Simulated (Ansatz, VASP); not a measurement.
# PbSe in VASP and in Ansatz

```
Pb Se
1.0
     0.00000    3.06215    3.03153
     3.06215    0.00000    3.03153
     3.06215    3.06215    0.00000
Pb Se
1 1
Cartesian
  0.0000 0.0000 0.0000
  3.0621 3.0621 3.0315
```

Change from the starting cell: zz strain of -1 %.

Alike in both runs: task single point; functional PBE; k mesh 9 × 9 × 9; occupations fermi-dirac, width 0.01 eV; no spin polarisation.

|  | VASP | Ansatz |
| --- | --- | --- |
| version | VASP 6.6.1 | Ansatz 0.2.0 |
| potentials or method | VASP PAW PBE potentials, release 64 (Pb_d, Se), cutoff 520 eV | all-electron LAPW, scalar-relativistic |

```csv
,VASP,Ansatz,Ansatz less VASP
gap on the k mesh at the Fermi level (eV),0.68,0.68,-0.002
pressure (GPa),2.9,2.9,+0.02
"traceless stress, the component that is largest in VASP (GPa)",0.91,0.91,-0.003
```

Ansatz ran all-electron here, and VASP with PAW potentials.

Spin-orbit coupling is off throughout.
